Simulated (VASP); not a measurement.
# Ag3Os (Pm-3m) in VASP: notebook

Ag3Os is run at these levels: PBE; tasks: single point, relaxation of cell and atoms.

Program: VASP 6.6.1. These are calculated values, not measurements. Logs are shortened: lines on timing, memory, paths and dates and some standing lists are left out, and cuts for length are marked.

### 1 The cell of the first run

It takes space group Pm-3m (No. 221, cubic). Conventional cell: a = 4.067 Å, b = 4.067 Å, c = 4.067 Å, α = 90.00°, β = 90.00°, γ = 90.00°. Ag (site symmetry 4/mmm) has 8 Ag at 2.88 Å and 4 Os at 2.88 Å within 3.8 Å. Within 3.8 Å of Os (site symmetry m-3m) lie 12 Ag at 2.88 Å.

### 2 Single point, PBE

The input, INCAR:

```
SYSTEM = Ag3Os
ALGO = Normal
EDIFF = 1E-7
ENCUT = 520
GGA = PE
ISIF = 2
ISMEAR = 0
LASPH = .TRUE.
LCHARG = .TRUE.
LELF = .TRUE.
LREAL = .FALSE.
LVHAR = .TRUE.
LWAVE = .FALSE.
NBANDS = 28
NELM = 100
PREC = Accurate
SIGMA = 0.1
```

The input, KPOINTS:

```
k-points
0
G
  4 4 4
  0 0 0
```

The input, POSCAR:

```
Ag3Os
1.0
    4.0667303410      0.0000000000      0.0000000000
    0.0000000000      4.0667303410      0.0000000000
    0.0000000000      0.0000000000      4.0667303410
Ag Os
3 1
Direct
    0.0000000000      0.5000000000      0.5000000000
    0.5000000000      0.0000000000      0.5000000000
    0.5000000000      0.5000000000      0.0000000000
    0.0000000000      0.0000000000      0.0000000000
```

Potentials or basis: VASP PAW PBE potentials, release 64 (Ag, Os).

Command:

```sh
$ cat potpaw_PBE.64/Ag/POTCAR potpaw_PBE.64/Os/POTCAR > POTCAR
$ mpirun -np 1 vasp_std > vasp.out
```

OUTCAR:

```text
SYSTEM = Ag3Os
   EDIFF = 1E-7
   ENCUT = 520
   GGA = PE
   ISIF = 2
   ISMEAR = 0
   LASPH = .TRUE.
   LREAL = .FALSE.
   NELM = 100
   PREC = Accurate

 ion  position               nearest neighbor table
   1  0.000  0.500  0.500-   2 2.88   3 2.88   4 2.88   3 2.88   4 2.88   2 2.88   4 2.88   4 2.88
                             2 2.88   3 2.88   3 2.88   2 2.88
   2  0.500  0.000  0.500-   1 2.88   3 2.88   4 2.88   3 2.88   4 2.88   1 2.88   3 2.88   3 2.88
                             1 2.88   4 2.88   4 2.88   1 2.88
   3  0.500  0.500  0.000-   1 2.88   2 2.88   4 2.88   1 2.88   2 2.88   2 2.88   4 2.88   2 2.88
                             1 2.88   4 2.88   1 2.88   4 2.88
   4  0.000  0.000  0.000-   1 2.88   2 2.88   3 2.88   1 2.88   2 2.88   1 2.88   3 2.88   1 2.88
                             2 2.88   3 2.88   2 2.88   3 2.88

  LATTYP: Found a simple cubic cell.
 ALAT       =     4.0667303410

  Lattice vectors:

 A1 = (   4.0667303410,   0.0000000000,   0.0000000000)
 A2 = (   0.0000000000,   4.0667303410,   0.0000000000)
 A3 = (   0.0000000000,   0.0000000000,   4.0667303410)

Analysis of symmetry for initial positions (statically):
=====================================================================
 Subroutine PRICEL returns:
 Original cell was already a primitive cell.

 Routine SETGRP: Setting up the symmetry group for a
 simple cubic supercell.

 Subroutine GETGRP returns: Found 48 space group operations
 (whereof 48 operations were pure point group operations)
 out of a pool of 48 trial point group operations.

The static configuration has the point symmetry O_h .

Analysis of symmetry for dynamics (positions and initial velocities):
=====================================================================
 Subroutine PRICEL returns:
 Original cell was already a primitive cell.

 Routine SETGRP: Setting up the symmetry group for a
 simple cubic supercell.

 Subroutine GETGRP returns: Found 48 space group operations
 (whereof 48 operations were pure point group operations)
 out of a pool of 48 trial point group operations.

The dynamic configuration has the point symmetry O_h .

 Subroutine INISYM returns: Found 48 space group operations
 (whereof 48 operations are pure point group operations),
 and found     1 'primitive' translations

----------------------------------------------------------------------------------------

                                     Primitive cell

  volume of cell :      67.2568

  direct lattice vectors                    reciprocal lattice vectors
     4.066730341  0.000000000  0.000000000     0.245897789  0.000000000  0.000000000
     0.000000000  4.066730341  0.000000000     0.000000000  0.245897789  0.000000000
     0.000000000  0.000000000  4.066730341     0.000000000  0.000000000  0.245897789

  length of vectors
     4.066730341  4.066730341  4.066730341     0.245897789  0.245897789  0.245897789

  position of ions in fractional coordinates (direct lattice)
     0.000000000  0.500000000  0.500000000
     0.500000000  0.000000000  0.500000000
     0.500000000  0.500000000  0.000000000
     0.000000000  0.000000000  0.000000000

  ion indices of the primitive-cell ions
   primitive index   ion index
                 1           1
                 2           2
                 3           3
                 4           4

----------------------------------------------------------------------------------------

 KPOINTS: k-points

Automatic generation of k-mesh.
 Grid dimensions read from file:
 generate k-points for:    4    4    4

 Generating k-lattice:

  Cartesian coordinates                     Fractional coordinates (reciprocal lattice)
     0.061474447  0.000000000  0.000000000     0.250000000  0.000000000  0.000000000
     0.000000000  0.061474447  0.000000000     0.000000000  0.250000000  0.000000000
     0.000000000  0.000000000  0.061474447     0.000000000  0.000000000  0.250000000

  Length of vectors
     0.061474447  0.061474447  0.061474447

  Shift w.r.t. Gamma in fractional coordinates (k-lattice)
     0.000000000  0.000000000  0.000000000

 Subroutine IBZKPT returns following result:
 ===========================================

 Found     10 irreducible k-points:

 Following reciprocal coordinates:
            Coordinates               Weight
  0.000000  0.000000  0.000000      1.000000
  0.250000  0.000000  0.000000      6.000000
  0.500000  0.000000  0.000000      3.000000
  0.250000  0.250000  0.000000     12.000000
  0.500000  0.250000  0.000000     12.000000
  0.500000  0.500000  0.000000      3.000000
  0.250000  0.250000  0.250000      8.000000
  0.500000  0.250000  0.250000     12.000000
  0.500000  0.500000  0.250000      6.000000
  0.500000  0.500000  0.500000      1.000000
   k-points           NKPTS =     10   k-points in BZ     NKDIM =     10   number of bands    NBANDS=     28
   number of dos      NEDOS =    301   number of ions     NIONS =      4
   total plane-waves  NPLWV =  27000
   dimension x,y,z NGX =    30 NGY =   30 NGZ =   30
   dimension x,y,z NGXF=    60 NGYF=   60 NGZF=   60
   ions per type =               3   1
   NGX,Y,Z   is equivalent  to a cutoff of  12.26, 12.26, 12.26 a.u.
   NGXF,Y,Z  is equivalent  to a cutoff of  24.53, 24.53, 24.53 a.u.
 SYSTEM =  Ag3Os
   PREC   = accura    normal or accurate (medium, high low for compatibility)
   ISTART =      0    job   : 0-new  1-cont  2-samecut
   ICHARG =      2    charge: 1-file 2-atom 10-const
   ISPIN  =      1    spin polarized calculation?
   LNONCOLLINEAR =      F non collinear calculations
   LSORBIT =      F    spin-orbit coupling
   LASPH  =      T    aspherical Exc in radial PAW
   ENCUT  =  520.0 eV  38.22 Ry    6.18 a.u.   7.56  7.56  7.56*2*pi/ulx,y,z
   NELM   =    100;   NELMIN=  2; NELMDL= -5     # of ELM steps
   EDIFF  = 0.1E-06   stopping-criterion for ELM
   LREAL  =      F    real-space projection
   EDIFFG = 0.1E-05   stopping-criterion for IOM
   NSW    =      0    number of steps for IOM
   IBRION =     -1    ionic relax: 0-MD 1-quasi-New 2-CG
   NFREE  =      0    steps in history (QN), initial steepest desc. (CG)
   ISIF   =      2    stress and relaxation
   ISYM   =      2    0-nonsym 1-usesym 2-fastsym
   POTIM  = 0.5000    time-step for ionic-motion
   TEBEG  =    0.0;   TEEND  =   0.0 temperature during run
   PSTRESS=    0.0 pullay stress
   NELECT =      41.0000    total number of electrons
   NUPDOWN=      -1.0000    fix difference up-down
   EMIN   =  10.00;   EMAX   =-10.00  energy-range for DOS
   EFERMI =   0.00;   METHOD = LEGACY
   ISMEAR =     0;   SIGMA  =   0.10  broadening in eV -4-tet -1-fermi 0-gaus
   EFERMI_NEDOS =   21; number of points for ismear=-14 and -15
   IALGO  =     38    algorithm
   IMIX   =      4    mixing-type and parameters
     AMIX     =   0.40;   BMIX     =  1.00
     AMIX_MAG =   1.60;   BMIX_MAG =  1.00
  volume/ion in A,a.u.               =      16.81       113.47
  Fermi-wavevector in a.u.,A,eV,Ry     =   1.388111  2.623149 26.216400  1.926851
  Thomas-Fermi vector in A             =   2.512268
   LORBIT       =      0    0 simple, 1 ext, 2 COOP (PROOUT), +10 PAW based schemes
   GGA     = PE    functional components
   LHFCALC =     F    Hartree Fock is set to
   AEXX    =    0.0000 exact exchange contribution
   IVDW    =     0    specifies the selected vdW correction
   LEPSILON=     F    determine dielectric tensor
   LRPA    =     F    only Hartree local field effects (RPA)
 non-spin polarized calculation
 Gauss-broadening in eV      SIGMA  =   0.10
  energy-cutoff  :      520.00
  volume of cell :       67.26
 maximum number of plane-waves:      1856
   NGX = 15   NGY = 15   NGZ = 15

 number of electron      40.9999982 magnetization

 Free energy of the ion-electron system (eV)
  ---------------------------------------------------
  ext. energy  EPLUGINS =         0.00000000
  ---------------------------------------------------
  free energy    TOTEN  =       -16.05092266 eV

  energy without entropy =      -16.01443090  energy(sigma->0) =      -16.03267678

 E-fermi :   7.6702     XC(G=0): -12.4804

 val. band max:        7.6691936386   @ k =   0.5000   0.2500   0.0000
 cond. band min:       7.6800743751   @ k =   0.5000   0.5000   0.5000
 fundamental gap:      0.0108807365
 Fermi energy:         7.6702464694

 k-point     1 :       0.0000    0.0000    0.0000
  band No.  band energies     occupation
      1      -0.0776      2.00000
      2       1.5355      2.00000
      3       1.7867      2.00000
      4       1.7867      2.00000
      5       1.8727      2.00000
      6       1.8727      2.00000
[... 20 lines left out ...]
     27      16.4576      0.00000
     28      18.5502      0.00000

 k-point     2 :       0.2500    0.0000    0.0000
  band No.  band energies     occupation
      1       0.5936      2.00000
      2       1.8359      2.00000
      3       2.0422      2.00000
      4       2.0736      2.00000
      5       2.1735      2.00000
      6       2.1974      2.00000
[... 20 lines left out ...]
     27      17.7004      0.00000
     28      17.7007      0.00000

 k-point     3 :       0.5000    0.0000    0.0000
  band No.  band energies     occupation
      1       1.8678      2.00000
      2       2.0634      2.00000
      3       2.3340      2.00000
      4       2.4254      2.00000
      5       2.7407      2.00000
      6       2.9078      2.00000
[... 20 lines left out ...]
     27      15.3037      0.00000
     28      15.6340      0.00000

 k-point     4 :       0.2500    0.2500    0.0000
  band No.  band energies     occupation
      1       1.1781      2.00000
      2       2.0782      2.00000
      3       2.2977      2.00000
      4       2.3236      2.00000
      5       2.3777      2.00000
      6       2.4209      2.00000
[... 144 lines left out ...]
     27      17.2092      0.00000
     28      17.2183      0.00000

 k-point     9 :       0.5000    0.5000    0.2500
  band No.  band energies     occupation
      1       1.7006      2.00000
      2       2.1303      2.00000
      3       2.1303      2.00000
      4       2.1644      2.00000
      5       3.1543      2.00000
      6       3.1543      2.00000
[... 20 lines left out ...]
     27      14.8477      0.00000
     28      14.8477      0.00000

 k-point    10 :       0.5000    0.5000    0.5000
  band No.  band energies     occupation
      1       1.3554      2.00000
      2       1.8085      2.00000
      3       1.8085      2.00000
      4       1.8085      2.00000
      5       3.2029      2.00000
      6       3.2029      2.00000
[... 20 lines left out ...]
     27      13.4794      0.00000
     28      13.4794      0.00000

------------------------ aborting loop because EDIFF is reached ----------------------------------------

  FORCE on cell =-STRESS in cart. coord.  units (eV):
  Direction    XX          YY          ZZ          XY          YZ          ZX
  --------------------------------------------------------------------------------------
  -------------------------------------------------------------------------------------
  Total       -0.0142828     -0.0142828     -0.0142828     -0.0000000      0.0000000     -0.0000000
  in kB       -0.3402410     -0.3402410     -0.3402410     -0.0000000      0.0000000     -0.0000000
  external PRESSURE =      -0.3402410 kB  Pullay stress =       0.0000000 kB

 VOLUME and BASIS-vectors are now :
 -----------------------------------------------------------------------------
  energy-cutoff  :      520.00
  volume of cell :       67.26
      direct lattice vectors                 reciprocal lattice vectors
     4.066730341  0.000000000  0.000000000     0.245897789  0.000000000  0.000000000
     0.000000000  4.066730341  0.000000000     0.000000000  0.245897789  0.000000000
     0.000000000  0.000000000  4.066730341     0.000000000  0.000000000  0.245897789

 POSITION                                       TOTAL-FORCE (eV/Angst)
 -----------------------------------------------------------------------------------
      0.00000      2.03337      2.03337         0.000000      0.000000      0.000000
      2.03337      0.00000      2.03337         0.000000      0.000000      0.000000
      2.03337      2.03337      0.00000         0.000000      0.000000      0.000000
      0.00000      0.00000      0.00000         0.000000      0.000000      0.000000
 -----------------------------------------------------------------------------------
    total drift:                                0.000000      0.000000     -0.000000

  FREE ENERGIE OF THE ION-ELECTRON SYSTEM (eV)
  ---------------------------------------------------
  free  energy   TOTEN  =       -16.0509226600 eV

  energy  without entropy=      -16.0144309027  energy(sigma->0) =      -16.03267678
```

Run time: 23 s. Hardware: 1 thread of Intel Xeon 8259CL, shared host; peak memory 0.17 GiB.

Results:

* Free energy: -16.0509 eV
* Pressure: 0.0 GPa
* Band gap on the k mesh: zero (an odd number of electrons rules out a gap without spin polarisation)

Levels at points of the mesh, in eV from the Fermi level:
```
           k point  band 18  band 19  band 20  band 21  band 22  band 23
(0.00, 0.00, 0.00)    -0.06     0.84     0.84     0.84     2.18     2.18
(0.50, 0.00, 0.00)    -1.01    -1.01    -0.55    -0.22     0.76     6.78
(0.50, 0.50, 0.00)    -0.69    -0.69    -0.20    -0.04    -0.04     1.38
(0.50, 0.50, 0.50)    -0.44     0.01     0.16     0.16     0.16     0.51
```

Caveat: the k points lie up to 0.39 Å⁻¹ apart, too coarse for converged energies and pressures of a metal; spin-orbit coupling is left out, which moves the levels of the heavy elements.

### 3 Single point, PBE

This run uses another cell than the first one, of 17.58 Å³/atom.

The input, INCAR:

```
SYSTEM = Ag3Os
PREC = Accurate
ENCUT = 520
EDIFF = 1E-6
ISMEAR = 0
SIGMA = 0.1
LREAL = .False.
LASPH = .True.
NELM = 80
ALGO = Fast
ISIF = 2
LWAVE = .False.
LCHARG = .False.
GGA = PE
NBANDS = 28
```

The input, KPOINTS:

```
Automatic mesh
0
Gamma
  4 4 4
  0 0 0
```

The input, POSCAR:

```
Ag3Os
1.0
    4.1277283709      0.0000000000      0.0000000000
    0.0000000000      4.1277283709      0.0000000000
    0.0000000000      0.0000000000      4.1277283709
Ag Os
3 1
Direct
    0.0000000000      0.5000000000      0.5000000000
    0.5000000000      0.0000000000      0.5000000000
    0.5000000000      0.5000000000      0.0000000000
    0.0000000000      0.0000000000      0.0000000000
```

Potentials or basis: VASP PAW PBE potentials, release 64 (Ag, Os).

Command:

```sh
$ cat potpaw_PBE.64/Ag/POTCAR potpaw_PBE.64/Os/POTCAR > POTCAR
$ mpirun -np 1 vasp_std > vasp.out
```

It took 21 s on 1 thread of Intel Xeon 8259CL, shared host; peak memory 0.18 GiB.

The run converged. Its results:

```
Free energy            : -15.9989 eV
Pressure               : -5.4 GPa
Band gap on the k mesh : zero (an odd number of electrons rules out a gap without spin polarisation)
```

Levels at points of the mesh, in eV from the Fermi level:
```tsv
k point	band 17	band 18	band 19	band 20	band 21	band 22	band 23	band 24
(0.00, 0.00, 0.00)	-0.09	-0.09	0.77	0.77	0.77	2.20	2.20	2.20
(0.50, 0.00, 0.00)	-2.32	-0.93	-0.93	-0.53	-0.19	0.69	6.57	6.57
(0.50, 0.50, 0.00)	-2.64	-0.64	-0.64	-0.16	-0.07	-0.07	1.26	2.48
(0.50, 0.50, 0.50)	-0.46	-0.46	0.14	0.26	0.26	0.26	0.47	0.47
```

Caveat: the k points lie up to 0.38 Å⁻¹ apart, too coarse for converged energies and pressures of a metal; spin-orbit coupling is left out, which moves the levels of the heavy elements.

### 4 Relaxation of cell and atoms, PBE

This run uses another cell than the first one, of 17.58 Å³/atom.

The input, INCAR:

```
PREC = Accurate
ENCUT = 600
EDIFF = 1E-7
ISMEAR = 0
SIGMA = 0.1
LREAL = False
LASPH = True
NELM = 80
ALGO = Normal
ISIF = 3
LWAVE = False
LCHARG = False
GGA = PE
IBRION = 2
NSW = 90
EDIFFG = -0.04
```

The input, KPOINTS:

```
Automatic mesh
0
Gamma
  4 4 4
```

POSCAR is that of step 3.

Command:

```sh
$ cat potpaw_PBE.64/Ag/POTCAR potpaw_PBE.64/Os/POTCAR > POTCAR
$ mpirun -np 1 vasp_std > vasp.out
```

Wall time 1.7 min (1 thread of Intel Xeon 8259CL, shared host); peak memory 0.22 GiB.

The run converged. Its results:

```yaml
Free_energy: -16.0523 eV
Relaxed_volume: 16.82 Å³/atom
Relaxed_cell: a = 4.067 Å, b = 4.067 Å, c = 4.067 Å, α = 90.00°, β = 90.00°, γ = 90.00°
Space_group_after_relaxing_to_0.1_Å: Pm-3m (No. 221)
Energy_gained_by_relaxing: 13.4 meV/atom
Ionic_steps: 3
Pressure_after_relaxing: 0.0 GPa
Band_gap_on_the_k_mesh: zero (an odd number of electrons rules out a gap without spin polarisation)
```

Step by step:
```csv
step,energy change (eV),largest force (eV/Å),pressure (GPa),volume (Å³)
1,0.0000,0.0000,-5.34,70.33
2,-0.0039,0.0000,6.15,64.53
3,-0.0537,0.0000,-0.03,67.26
```

Final structure:
```
CELL_PARAMETERS angstrom
4.06689 0.00000 0.00000
0.00000 4.06689 0.00000
0.00000 0.00000 4.06689
ATOMIC_POSITIONS crystal
Ag 0.00000 0.50000 0.50000
Ag 0.50000 0.00000 0.50000
Ag 0.50000 0.50000 0.00000
Os 0.00000 0.00000 0.00000
```

Levels at points of the mesh, in eV from the Fermi level:
| k point | band 17 | band 18 | band 19 | band 20 | band 21 | band 22 | band 23 | band 24 |
| --- | --- | --- | --- | --- | --- | --- | --- | --- |
| (0.00, 0.00, 0.00) | -0.06 | -0.06 | 0.84 | 0.84 | 0.84 | 2.18 | 2.18 | 2.18 |
| (0.50, 0.00, 0.00) | -2.34 | -1.01 | -1.01 | -0.55 | -0.22 | 0.76 | 6.78 | 6.78 |
| (0.50, 0.50, 0.00) | -2.81 | -0.69 | -0.69 | -0.20 | -0.04 | -0.04 | 1.38 | 2.60 |
| (0.50, 0.50, 0.50) | -0.44 | -0.44 | 0.01 | 0.16 | 0.16 | 0.16 | 0.51 | 0.51 |

Caveat: the k points lie up to 0.39 Å⁻¹ apart in the final cell, too coarse for converged energies and pressures of a metal; spin-orbit coupling is left out, which moves the levels of the heavy elements.

### 5 Summary

| task | cell | cutoff (eV) | gap on the mesh (eV) | pressure (GPa) |
| --- | --- | --- | --- | --- |
| single point | a = 4.067 Å, 4 atoms | 520 | none | 0.0 |
| single point | a = 4.128 Å, 4 atoms | 520 | none | -5.4 |
| relaxation of cell and atoms | relaxed from a = 4.128 Å, 4 atoms | 600 | none | 0.0 |

Alike in all rows: level PBE; potentials or basis VASP PAW PBE potentials, release 64 (Ag, Os); no spin polarisation; k mesh 4 × 4 × 4; smearing gaussian 0.1 eV.

Caveats: all runs use coarse meshes; spin-orbit coupling is left out, which moves the levels of the heavy elements.

Absolute energies hang on the potentials; compare differences alone.
